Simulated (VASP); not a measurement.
**W2Br3: relaxation of cell and atoms with PBE**

W2Br3:

```
W Br
1.0
     8.36998    0.00000    0.00000
    -4.18499    7.24862    0.00000
     0.00000    0.00000    3.05863
W Br
2 3
Direct
  0.33333 0.66667 0.00000
  0.66667 0.33333 0.00000
  0.50000 0.00000 0.00000
  0.00000 0.50000 0.00000
  0.50000 0.50000 0.00000
```

The cell was built from a structure type or drawn by symmetry, and may not be a known phase.

```
Program                : VASP 6.6.1
Task                   : relaxation of cell and atoms
Functional             : PBE
Potentials or basis    : VASP PAW PBE potentials, release 64 (W_sv, Br)
Cutoff                 : 600 eV
k mesh                 : 6 × 6 × 12
Occupations            : gaussian, width 0.1 eV
Spin                   : no spin polarisation
Dipole correction      : no
Further INCAR settings : ALGO = Normal; EDIFF = 1e-06; IBRION = 2; EDIFFG = -0.01; NSW = 100; ISIF = 3
```

| Property | Result |
| --- | --- |
| Relaxed volume | 37.03 Å³/atom |
| Relaxed cell | a = 8.405 Å, b = 8.405 Å, c = 3.026 Å, α = 90.00°, β = 90.00°, γ = 120.00° |
| Space group after relaxing (to 0.1 Å) | P6/mmm (No. 191) |
| Energy gained by relaxing | 1.9 meV/atom |
| Ionic steps | 5 |
| Pressure after relaxing | 0.0 GPa |
| Band gap on the k mesh | zero (an odd number of electrons rules out a gap without spin polarisation) |

The path:
```tsv
step	energy change (eV)	largest force (eV/Å)	pressure (GPa)	volume (Å³)
1	0.0000	0.0000	0.04	185.57
2	-0.0082	0.0000	-0.21	185.82
3	-0.0090	0.0000	-0.17	185.77
4	-0.0092	0.0000	0.10	184.79
5	-0.0093	0.0000	0.00	185.16
```

Final structure:
```
W Br
1.0
     8.40521    0.00000    0.00000
    -4.20260    7.27912    0.00000
     0.00000    0.00000    3.02630
W Br
2 3
Direct
  0.33333 0.66667 0.00000
  0.66667 0.33333 0.00000
  0.50000 0.00000 0.00000
  0.00000 0.50000 0.00000
  0.50000 0.50000 0.00000
```

Levels at points of the mesh, in eV from the Fermi level:
| k point | band 21 | band 22 | band 23 | band 24 | band 25 | band 26 | band 27 | band 28 |
| --- | --- | --- | --- | --- | --- | --- | --- | --- |
| (0.00, 0.00, 0.00) | -2.20 | -1.63 | -1.28 | -1.28 | 0.48 | 0.92 | 0.92 | 2.00 |
| (0.50, 0.00, 0.00) | -2.04 | -1.86 | -0.94 | 0.09 | 0.36 | 0.67 | 0.92 | 1.37 |
| (0.00, 0.00, 0.50) | -2.16 | -2.16 | -0.52 | -0.52 | -0.30 | -0.30 | 1.01 | 1.27 |
| (0.50, 0.00, 0.50) | -2.12 | -1.71 | -1.27 | -0.36 | -0.07 | 0.60 | 1.12 | 1.45 |

Run time: 11 min on 1 thread of Intel(R) Xeon(R) 6975P-C (Granite Rapids), with other jobs on the host, peak memory 0.54 GiB.

Caveat: spin-orbit coupling is left out, which moves the levels of the heavy elements; an odd number of electrons without spin polarisation forces a metal; a magnetic or distorted state may lie lower.
